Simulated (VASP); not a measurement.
Write the native input for VASP 6.6.1 that does the following.

* Task: single point
* Functional: PBE-based global hybrid with 35 % exact exchange
* Potentials or basis: VASP PAW PBE potentials, release 64 (Si, C)
* Cutoff: 520 eV
* k mesh: 6 × 6 × 6
* Occupations: gaussian, width 0.05 eV
* Spin: no spin polarisation
* Dipole correction: no
* Grid for exact exchange (PRECFOCK): Normal
* Share of exact exchange: 0.35
* Further INCAR settings: ALGO = Normal; EDIFF = 1e-06; NBANDS = 11

The system is SiC.

```
Si C
1.0
     0.00000    2.17400    2.17400
     2.17400    0.00000    2.17400
     2.17400    2.17400    0.00000
Si C
1 1
Direct
  0.00000 0.00000 0.00000
  0.75000 0.75000 0.75000
```

The input as run:

POSCAR

```
SiC
1.0
    0.0000000000      2.1739983056      2.1739983056
    2.1739983056      0.0000000000      2.1739983056
    2.1739983056      2.1739983056      0.0000000000
Si C
1 1
Direct
    0.0000000000      0.0000000000      0.0000000000
    0.7500000000      0.7500000000      0.7500000000
```

INCAR.step1

```
  PREC = Accurate
  ENCUT = 520
  EDIFF = 1E-5
  ISMEAR = 0
  SIGMA = 0.05
  LREAL = F
  LASPH = T
  NELM = 120
  ALGO = Normal
  ISIF = 2
  LWAVE = T
  GGA = PE
  NBANDS = 11
  GGA_COMPAT = F
```

INCAR.step2

```
  PREC = Accurate
  ENCUT = 520
  EDIFF = 1E-6
  ISMEAR = 0
  SIGMA = 0.05
  LREAL = F
  LASPH = T
  NELM = 120
  ALGO = Normal
  ISIF = 2
  LWAVE = F
  LCHARG = T
  GGA = PE
  LHFCALC = T
  AEXX = 0.35
  PRECFOCK = Normal
  LELF = T
  LVHAR = T
  ISTART = 1
  NBANDS = 11
  GGA_COMPAT = F
```

KPOINTS

```
regular mesh
0
Gamma
  6 6 6
```

Potentials or basis: VASP PAW PBE potentials, release 64 (Si, C).

The run is started by

```sh
$ cat potpaw_PBE.64/Si/POTCAR potpaw_PBE.64/C/POTCAR > POTCAR
$ cp INCAR.step1 INCAR
$ mpirun -np 1 vasp_std > vasp.out
$ cp INCAR.step2 INCAR
$ mpirun -np 1 vasp_std > vasp.out
```

Results of the run:

```
Pressure               : -2.4 GPa
Band gap on the k mesh : 3.65 eV (least direct gap 7.30 eV)
```

Caveat: the PAW data sets were made with another functional, which shifts forces and pressure a little.

Run time: 12 min on 1 thread of Intel Xeon 8259CL, with other jobs on the host, peak memory 0.14 GiB.
